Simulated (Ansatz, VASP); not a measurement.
## Two plane-wave programs on Fe

INCAR

```
PREC = Accurate
ENCUT = 600
EDIFF = 1E-6
ISMEAR = -1
SIGMA = 0.05
LREAL = F
LASPH = T
NELM = 200
ALGO = Normal
ISIF = 2
LWAVE = F
LCHARG = T
ISPIN = 2
MAGMOM = 3
LORBIT = 11
LMAXMIX = 4
GGA = LIBXC
LIBXC1 = GGA_X_B88
LIBXC2 = GGA_C_PBE
LELF = T
LVHAR = T
NBANDS = 14
GGA_COMPAT = F
```

File KPOINTS:

```
regular mesh
0
Gamma
  13 13 13
```

POSCAR

```
Fe
1.0
   -1.4135427549      1.4135427549      1.4135427549
    1.4135427549     -1.4135427549      1.4135427549
    1.4135427549      1.4135427549     -1.4135427549
Fe
1
Direct
    0.0000000000      0.0000000000      0.0000000000
```

File input.yaml:

```yaml
crystal:
  lattice:
    - [-1.4135427549, 1.4135427549, 1.4135427549]
    - [1.4135427549, -1.4135427549, 1.4135427549]
    - [1.4135427549, 1.4135427549, -1.4135427549]
  atoms:
    - { symbol: Fe, position: [0.0, 0.0, 0.0], spin: 3.0 }
hamiltonian:
  xc: { exchange: b88, correlation: pbe }
  pseudopotentials: { kind: paw }
magnetization:
  spin_polarized: true
kpoints:
  mp_grid: { grid: [13, 13, 13] }
scf:
  occupations: { method: fermi_dirac, width: 0.05 }
output:
  forces: true
  stress: true
  eigenvalues: true
  write_density: true
  write_potential: true
  elf: true
  volumetric_format: npy
```

Alike in both runs: task single point; functional b88 exchange, pbe correlation; k mesh 13 × 13 × 13; occupations fermi-dirac, width 0.05 eV; collinear spin.

|  | VASP | Ansatz |
| --- | --- | --- |
| version | VASP 6.6.1 | Ansatz 0.2.0 |
| potentials or method | VASP PAW PBE potentials, release 64 (Fe) | Ansatz PAW |
| plane-wave cutoff (eV) | 600 | 420 |
| valence electrons in the cell | 8 | 16 |

|  | VASP | Ansatz | Ansatz less VASP |
| --- | --- | --- | --- |
| gap on the k mesh at the Fermi level (eV) | none | none | - |
| pressure (GPa) | -0.5 | -0.2 | +0.27 |
| net moment per atom (μB) | 2.12 | 2.11 | -0.011 |
| size of the moment on the site where the two differ most (μB) | 2.12 | 2.15 | +0.035 |

VASP's potentials were made for PBE, not for b88 exchange, pbe correlation. Site moments also hang on the region over which each program counts them. A gap of «none» marks a metal or a gap that the smearing closes. With one functional, cell and mesh, what is left measures potentials, basis and numerics. VASP's potentials hold 8 valence electrons a cell and Ansatz's 16, so a difference there can come from the potentials and not from the codes.
